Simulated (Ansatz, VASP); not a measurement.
**One calculation of Zn3CdF4, two programs**

```
CELL_PARAMETERS angstrom
4.95035 0.00000 0.00000
0.00000 4.95035 0.00000
0.00000 0.00000 4.95035
ATOMIC_POSITIONS crystal
Zn 0.50000 0.50000 0.00000
Zn 0.50000 0.00000 0.50000
Zn 0.00000 0.50000 0.50000
Cd 0.00000 0.00000 0.00000
F 0.50000 0.50000 0.50000
F 0.00000 0.00000 0.50000
F 0.00000 0.50000 0.00000
F 0.50000 0.00000 0.00000
```

Alike in both runs: functional PBE; k mesh 8 × 8 × 8; occupations gaussian, width 0.1 eV; no spin polarisation.

Ansatz relaxed the structure, and its values are those at the end. VASP's run is a single point on that final structure, the one shown.

|  | VASP | Ansatz |
| --- | --- | --- |
| version | VASP 6.6.1 | Ansatz 0.2.0 |
| potentials or method | VASP PAW PBE potentials, release 64 (Zn, Cd, F), cutoff 520 eV | scalar-relativistic, plane waves, PAW |
| valence electrons in the cell | 76 | 84 |

|  | VASP | Ansatz | Ansatz less VASP |
| --- | --- | --- | --- |
| gap on the k mesh at the Fermi level (eV) | none | none | - |
| pressure (GPa) | 0.0 | 0.0 | -0.02 |

A gap of «none» marks a metal or a gap that the smearing closes. With one functional, cell and mesh, what is left measures potentials, basis and numerics. VASP's potentials hold 76 valence electrons a cell and Ansatz's 84, so a difference there can come from the potentials and not from the codes.
